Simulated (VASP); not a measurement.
# SnO (P4/nmm) in VASP: settings compared

The runs below take SnO through single point, with PBE, SVWN5.

All numbers are computed with VASP 6.6.1; they aren't measurements. Logs are shortened: lines on timing, memory, paths and dates and some standing lists are left out, and cuts for length are marked.

## Step 1: The cell of the first run

Symmetry: P4/nmm, No. 129, tetragonal system. The conventional cell has a = 3.814 Å, b = 3.814 Å, c = 4.887 Å, α = 90.00°, β = 90.00°, γ = 90.00°. Within 2.9 Å of Sn (site symmetry 4mm) lie 4 O at 2.23 Å. O (site symmetry -4m2) has 4 Sn at 2.23 Å and 4 O at 2.70 Å within 2.9 Å.

## Step 2: Single point, PBE

Input file INCAR:

```
ALGO = Normal
EDIFF = 1E-6
ENCUT = 910
GGA = PE
GGA_COMPAT = False
ISIF = 2
ISMEAR = 0
LASPH = True
LCHARG = False
LREAL = False
LWAVE = False
NBANDS = 28
NELM = 120
PREC = Accurate
SIGMA = 0.015
```

Input file KPOINTS:

```
k-points
0
Gamma
  7 7 6
```

Input file POSCAR:

```
SnO
1.0
    3.8136952200      0.0000000000      0.0000000000
    0.0000000000      3.8136952200      0.0000000000
    0.0000000000      0.0000000000      4.8869133000
Sn O
2 2
Direct
    0.5000000000      0.0000000000      0.7646261400
    0.0000000000      0.5000000000      0.2353738600
    0.0000000000      0.0000000000      0.0000000000
    0.5000000000      0.5000000000      0.0000000000
```

Potentials or basis: VASP PAW PBE potentials, release 64 (Sn_d, O_h).

The run is started by

```bash
cat potpaw_PBE.64/Sn_d/POTCAR potpaw_PBE.64/O_h/POTCAR > POTCAR
mpirun -np 1 vasp_std > vasp.out
```

OUTCAR:

```text
EDIFF = 1E-6
   ENCUT = 910
   GGA = PE
   ISIF = 2
   ISMEAR = 0
   LASPH = True
   LREAL = False
   NELM = 120
   PREC = Accurate

 ion  position               nearest neighbor table
   1  0.500  0.000  0.765-   3 2.23   4 2.23   4 2.23   3 2.23   2 3.54   2 3.54   2 3.54   2 3.54
                             2 3.74   2 3.74   2 3.74   2 3.74
   2  0.000  0.500  0.235-   3 2.23   4 2.23   3 2.23   4 2.23   1 3.54   1 3.54   1 3.54   1 3.54
                             1 3.74   1 3.74   1 3.74   1 3.74
   3  0.000  0.000  0.000-   1 2.23   2 2.23   2 2.23   1 2.23
   4  0.500  0.500  0.000-   1 2.23   2 2.23   1 2.23   2 2.23

  LATTYP: Found a simple tetragonal cell.
 ALAT       =     3.8136952200
 C/A-ratio  =     1.2814116016

  Lattice vectors:

 A1 = (   3.8136952200,   0.0000000000,   0.0000000000)
 A2 = (   0.0000000000,   3.8136952200,   0.0000000000)
 A3 = (   0.0000000000,   0.0000000000,   4.8869133000)

Analysis of symmetry for initial positions (statically):
=====================================================================
 Subroutine PRICEL returns:
 Original cell was already a primitive cell.

 Routine SETGRP: Setting up the symmetry group for a
 simple tetragonal supercell.

 Subroutine GETGRP returns: Found 16 space group operations
 (whereof  8 operations were pure point group operations)
 out of a pool of 16 trial point group operations.

The static configuration has the point symmetry D_2d.
 The point group associated with its full space group is D_4h.

Analysis of symmetry for dynamics (positions and initial velocities):
=====================================================================
 Subroutine PRICEL returns:
 Original cell was already a primitive cell.

 Routine SETGRP: Setting up the symmetry group for a
 simple tetragonal supercell.

 Subroutine GETGRP returns: Found 16 space group operations
 (whereof  8 operations were pure point group operations)
 out of a pool of 16 trial point group operations.

The dynamic configuration has the point symmetry D_2d.
 The point group associated with its full space group is D_4h.

 Subroutine INISYM returns: Found 16 space group operations
 (whereof  8 operations are pure point group operations),
 and found     1 'primitive' translations

----------------------------------------------------------------------------------------

                                     Primitive cell

  volume of cell :      71.0766

  direct lattice vectors                    reciprocal lattice vectors
     3.813695220  0.000000000  0.000000000     0.262212878  0.000000000  0.000000000
     0.000000000  3.813695220  0.000000000     0.000000000  0.262212878  0.000000000
     0.000000000  0.000000000  4.886913300     0.000000000  0.000000000  0.204628144

  length of vectors
     3.813695220  3.813695220  4.886913300     0.262212878  0.262212878  0.204628144

  position of ions in fractional coordinates (direct lattice)
     0.500000000  0.000000000  0.764626140
     0.000000000  0.500000000  0.235373860
     0.000000000  0.000000000  0.000000000
     0.500000000  0.500000000  0.000000000

  ion indices of the primitive-cell ions
   primitive index   ion index
                 1           1
                 2           2
                 3           3
                 4           4

----------------------------------------------------------------------------------------

 KPOINTS: k-points

Automatic generation of k-mesh.
 Grid dimensions read from file:
 generate k-points for:    7    7    6

 Generating k-lattice:

  Cartesian coordinates                     Fractional coordinates (reciprocal lattice)
     0.037458983  0.000000000  0.000000000     0.142857143  0.000000000  0.000000000
     0.000000000  0.037458983  0.000000000     0.000000000  0.142857143  0.000000000
     0.000000000  0.000000000  0.034104691     0.000000000  0.000000000  0.166666667

  Length of vectors
     0.037458983  0.037458983  0.034104691

  Shift w.r.t. Gamma in fractional coordinates (k-lattice)
     0.000000000  0.000000000  0.000000000

 Subroutine IBZKPT returns following result:
 ===========================================

 Found     40 irreducible k-points:

 Following reciprocal coordinates:
            Coordinates               Weight
  0.000000  0.000000  0.000000      1.000000
  0.142857  0.000000  0.000000      4.000000
  0.285714  0.000000  0.000000      4.000000
  0.428571  0.000000  0.000000      4.000000
  0.142857  0.142857  0.000000      4.000000
  0.285714  0.142857  0.000000      8.000000
[... 16 lines left out ...]
  0.285714  0.000000  0.333333      8.000000
  0.428571  0.000000  0.333333      8.000000
 [... further k-points ...]
   k-points           NKPTS =     40   k-points in BZ     NKDIM =     40   number of bands    NBANDS=     28
   number of dos      NEDOS =    301   number of ions     NIONS =      4
   total plane-waves  NPLWV =  76800
   dimension x,y,z NGX =    40 NGY =   40 NGZ =   48
   dimension x,y,z NGXF=    80 NGYF=   80 NGZF=   96
   ions per type =               2   2
   NGX,Y,Z   is equivalent  to a cutoff of  17.44, 17.44, 16.33 a.u.
   NGXF,Y,Z  is equivalent  to a cutoff of  34.87, 34.87, 32.66 a.u.
 SYSTEM =  unknown system
   PREC   = accura    normal or accurate (medium, high low for compatibility)
   ISTART =      0    job   : 0-new  1-cont  2-samecut
   ICHARG =      2    charge: 1-file 2-atom 10-const
   ISPIN  =      1    spin polarized calculation?
   LNONCOLLINEAR =      F non collinear calculations
   LSORBIT =      F    spin-orbit coupling
   LASPH  =      T    aspherical Exc in radial PAW
   ENCUT  =  910.0 eV  66.88 Ry    8.18 a.u.   9.38  9.38 12.02*2*pi/ulx,y,z
   NELM   =    120;   NELMIN=  2; NELMDL= -5     # of ELM steps
   EDIFF  = 0.1E-05   stopping-criterion for ELM
   LREAL  =      F    real-space projection
   EDIFFG = 0.1E-04   stopping-criterion for IOM
   NSW    =      0    number of steps for IOM
   IBRION =     -1    ionic relax: 0-MD 1-quasi-New 2-CG
   NFREE  =      0    steps in history (QN), initial steepest desc. (CG)
   ISIF   =      2    stress and relaxation
   ISYM   =      2    0-nonsym 1-usesym 2-fastsym
   POTIM  = 0.5000    time-step for ionic-motion
   TEBEG  =    0.0;   TEEND  =   0.0 temperature during run
   PSTRESS=    0.0 pullay stress
   NELECT =      40.0000    total number of electrons
   NUPDOWN=      -1.0000    fix difference up-down
   EMIN   =  10.00;   EMAX   =-10.00  energy-range for DOS
   EFERMI =   0.00;   METHOD = LEGACY
   ISMEAR =     0;   SIGMA  =   0.01  broadening in eV -4-tet -1-fermi 0-gaus
   EFERMI_NEDOS =   21; number of points for ismear=-14 and -15
   IALGO  =     38    algorithm
   IMIX   =      4    mixing-type and parameters
     AMIX     =   0.40;   BMIX     =  1.00
     AMIX_MAG =   1.60;   BMIX_MAG =  1.00
  volume/ion in A,a.u.               =      17.77       119.91
  Fermi-wavevector in a.u.,A,eV,Ry     =   1.351614  2.554180 24.855939  1.826860
  Thomas-Fermi vector in A             =   2.479021
   LORBIT       =      0    0 simple, 1 ext, 2 COOP (PROOUT), +10 PAW based schemes
   GGA     = PE    functional components
   LHFCALC =     F    Hartree Fock is set to
   AEXX    =    0.0000 exact exchange contribution
   IVDW    =     0    specifies the selected vdW correction
   LEPSILON=     F    determine dielectric tensor
   LRPA    =     F    only Hartree local field effects (RPA)
 non-spin polarized calculation
 Gauss-broadening in eV      SIGMA  =   0.01
  energy-cutoff  :      910.00
  volume of cell :       71.08
 maximum number of plane-waves:      4454
 NGX is ok and might be reduce to    40
   NGX = 19   NGY = 19   NGZ = 25

 number of electron      39.9999995 magnetization

 Free energy of the ion-electron system (eV)
  ---------------------------------------------------
  ext. energy  EPLUGINS =         0.00000000
  ---------------------------------------------------
  free energy    TOTEN  =       -22.69972465 eV

  energy without entropy =      -22.69972465  energy(sigma->0) =      -22.69972465

 E-fermi :   7.3488     XC(G=0): -10.1744

 val. band max:        7.2235141181   @ k =   0.0000   0.0000   0.0000
 cond. band min:       7.6086201484   @ k =   0.4286   0.4286   0.0000
 fundamental gap:      0.3851060303
 Fermi energy:         7.3487540750

 k-point     1 :       0.0000    0.0000    0.0000
  band No.  band energies     occupation
      1     -14.7789      2.00000
      2     -14.3438      2.00000
      3     -14.3436      2.00000
      4     -14.3436      2.00000
      5     -14.3013      2.00000
      6     -14.2913      2.00000
[... 20 lines left out ...]
     27      14.0099      0.00000
     28      14.4409      0.00000

 k-point     2 :       0.1429    0.0000    0.0000
  band No.  band energies     occupation
      1     -14.7679      2.00000
      2     -14.3495      2.00000
      3     -14.3396      2.00000
      4     -14.3392      2.00000
      5     -14.3049      2.00000
      6     -14.3033      2.00000
[... 20 lines left out ...]
     27      14.2532      0.00000
     28      15.9052      0.00000

 k-point     3 :       0.2857    0.0000    0.0000
  band No.  band energies     occupation
      1     -14.7372      2.00000
      2     -14.4736      2.00000
      3     -14.3283      2.00000
      4     -14.3280      2.00000
      5     -14.3077      2.00000
      6     -14.3073      2.00000
[... 20 lines left out ...]
     27      14.6248      0.00000
     28      18.1104      0.00000

 k-point     4 :       0.4286    0.0000    0.0000
  band No.  band energies     occupation
      1     -14.6848      2.00000
      2     -14.5990      2.00000
      3     -14.3176      2.00000
      4     -14.3130      2.00000
      5     -14.3119      2.00000
      6     -14.3033      2.00000
[... 578 lines left out ...]
     27      14.9656      0.00000
     28      16.0899      0.00000

 k-point    23 :       0.2857    0.0000    0.3333
  band No.  band energies     occupation
      1     -14.7352      2.00000
      2     -14.4937      2.00000
      3     -14.3370      2.00000
      4     -14.3138      2.00000
      5     -14.3130      2.00000
      6     -14.3113      2.00000
[... 20 lines left out ...]
     27      15.4514      0.00000
     28      17.5713      0.00000

 k-point    24 :       0.4286    0.0000    0.3333
  band No.  band energies     occupation
      1     -14.6913      2.00000
      2     -14.6135      2.00000
      3     -14.3389      2.00000
      4     -14.3307      2.00000
      5     -14.3053      2.00000
      6     -14.3019      2.00000
[... 20 lines left out ...]
     27      16.0239      0.00000
     28      16.8793      0.00000

 [... further k-points ...]

------------------------ aborting loop because EDIFF is reached ----------------------------------------

  FORCE on cell =-STRESS in cart. coord.  units (eV):
  Direction    XX          YY          ZZ          XY          YZ          ZX
  --------------------------------------------------------------------------------------
  -------------------------------------------------------------------------------------
  Total        1.7742638      1.7742638      1.3640164      0.0000000     -0.0000000      0.0000000
  in kB       39.9946759     39.9946759     30.7470588      0.0000000     -0.0000000      0.0000000
  external PRESSURE =      36.9121369 kB  Pullay stress =       0.0000000 kB

 VOLUME and BASIS-vectors are now :
 -----------------------------------------------------------------------------
  energy-cutoff  :      910.00
  volume of cell :       71.08
      direct lattice vectors                 reciprocal lattice vectors
     3.813695220  0.000000000  0.000000000     0.262212878  0.000000000  0.000000000
     0.000000000  3.813695220  0.000000000     0.000000000  0.262212878  0.000000000
     0.000000000  0.000000000  4.886913300     0.000000000  0.000000000  0.204628144

 POSITION                                       TOTAL-FORCE (eV/Angst)
 -----------------------------------------------------------------------------------
      1.90685      0.00000      3.73666         0.000000     -0.000000     -0.447262
      0.00000      1.90685      1.15025        -0.000000     -0.000000      0.447262
      0.00000      0.00000      0.00000         0.000000      0.000000      0.000000
      1.90685      1.90685      0.00000        -0.000000     -0.000000      0.000000
 -----------------------------------------------------------------------------------
    total drift:                               -0.000000      0.000000     -0.000000

  FREE ENERGIE OF THE ION-ELECTRON SYSTEM (eV)
  ---------------------------------------------------
  free  energy   TOTEN  =       -22.6997246537 eV

  energy  without entropy=      -22.6997246537  energy(sigma->0) =      -22.69972465
```

It took 2.5 min on 1 thread of Intel Xeon Platinum 8259CL at 2.50GHz (Skylake/Cascade Lake), shared host; peak memory 0.34 GiB.

Results:

| Property | Result |
| --- | --- |
| Free energy | -22.6997 eV |
| Pressure | 3.7 GPa |
| Largest force | 0.447 eV/Å |
| Band gap on the k mesh | 0.39 eV (least direct gap 2.05 eV) |

Forces on the atoms (eV/Å):
```
Sn   0.000  0.000 -0.447
Sn   0.000  0.000  0.447
O    0.000  0.000  0.000
O    0.000  0.000  0.000
```

Stress tensor (GPa, compression positive):
```
4.00 0.00 0.00
0.00 4.00 0.00
0.00 0.00 3.07
```

Levels at points of the mesh, in eV from the valence-band top:
| k point | band 18 | band 19 | band 20 | band 21 | band 22 | band 23 |
| --- | --- | --- | --- | --- | --- | --- |
| (0.00, 0.00, 0.00) | -3.18 | -3.18 | 0.00 | 2.05 | 4.27 | 4.74 |
| (0.00, 0.00, 0.50) | -3.19 | -3.19 | -2.21 | 1.69 | 3.04 | 3.04 |

Caveat: the cutoff is under 1.25 times the usual one of these potentials, so pressure, stress and relaxed cells hold a basis-set (Pulay) error; the cell stands under pressure; spin-orbit coupling is left out, which moves the levels of the heavy elements; an odd mesh through Γ misses points on the zone boundary, where band edges can lie.

(Continued in part 2 of 2.)
